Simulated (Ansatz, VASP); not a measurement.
**KF: VASP beside Ansatz**

The input INCAR:

```
PREC = Accurate ; ENCUT = 600
EDIFF = 1E-7 ; ISMEAR = -1
SIGMA = 0.08 ; LREAL = F
LASPH = T ; NELM = 100
ALGO = Normal ; ISIF = 3
LWAVE = F ; LCHARG = F
GGA = PE ; IBRION = 2
NSW = 100 ; EDIFFG = -0.005
```

The input KPOINTS:

```
Automatic mesh
0
Gamma
  16 16 16
```

Contents of POSCAR:

```
KF
1.0
    0.0000000000      2.2416464728      2.2416464728
    2.2416464728      0.0000000000      2.2416464728
    2.2416464728      2.2416464728      0.0000000000
K F
1 1
Direct
    0.0000000000      0.0000000000      0.0000000000
    0.5000000000      0.5000000000      0.5000000000
```

Input for Ansatz:

```yaml
crystal:
  lattice:
    - [0.0, 2.2416464728, 2.2416464728]
    - [2.2416464728, 0.0, 2.2416464728]
    - [2.2416464728, 2.2416464728, 0.0]
  atoms:
    - { symbol: K, position: [0.0, 0.0, 0.0] }
    - { symbol: F, position: [0.5, 0.5, 0.5] }
kpoints:
  mp_grid: { grid: [16, 16, 16] }
scf:
  occupations: { method: fermi_dirac, width: 0.08 }
hamiltonian:
  xc: pbe
  pseudopotentials: { kind: paw }
output:
  forces: true
  stress: true
relax:
  f_tol: 0.005
  max_steps: 80
  cell: {}
```

Alike in both runs: task relaxation of cell and atoms; functional PBE; k mesh 16 × 16 × 16; occupations fermi-dirac, width 0.08 eV; no spin polarisation.

```csv
,VASP,Ansatz
version,VASP 6.6.1,Ansatz 0.2.0
potentials or method,"VASP PAW PBE potentials, release 64 (K_sv, F)","PAW with Ansatz's default frozen-core files, scalar-relativistic"
plane-wave cutoff (eV),600,420
valence electrons in the cell,16,16
```

Ansatz gave:

* relaxed volume (Å³/atom): 19.90
* relaxed length of the cell vector where the two differ most in proportion (Å): 3.832

Q: Which values does VASP return?

A: Relaxed volume (Å³/atom): 18.66; relaxed length of the cell vector where the two differ most in proportion (Å): 3.751.

One of these differences is far larger than is usual between the two programs; its cause wasn't traced.

Noted on VASP's run: the volume moved by over 15 % at a fixed basis, so the end points are rough.
